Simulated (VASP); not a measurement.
Here is a VASP 6.6.1 calculation.

File INCAR:

```
  PREC = Accurate
  ENCUT = 520
  EDIFF = 1E-6
  ISMEAR = 0
  SIGMA = 0.15
  LREAL = False
  LASPH = True
  NELM = 60
  ALGO = Normal
  ISIF = 2
  LWAVE = False
  LCHARG = False
  GGA = PE
  NBANDS = 16
```

Contents of KPOINTS:

```
Automatic mesh
0
Gamma
  20 20 20
```

Contents of POSCAR:

```
InP
1.0
    0.0000000000      2.5880463311      2.9198338708
    2.5880463311      0.0000000000      2.9198338708
    2.5880463311      2.5880463311      0.0000000000
In P
1 1
Direct
    0.0000000000      0.0000000000      0.0000000000
    0.5000000000      0.5000000000      0.5000000000
```

Potentials or basis: VASP PAW PBE potentials, release 64 (In_d, P).

Run with:

```bash
$ cat potpaw_PBE.64/In_d/POTCAR potpaw_PBE.64/P/POTCAR > POTCAR
$ mpirun -np 1 vasp_std > vasp.out
```

(1) What does it give for the pressure?

(2) Predict the band gap on the k mesh.

## Answers

(1) 9.9 GPa.

(2) zero (bands 9 and 10 overlap by 2.67 eV).

Caveat: the stress differs along the axes, from -1 to 15 GPa; spin-orbit coupling is left out, which moves the levels of the heavy elements.
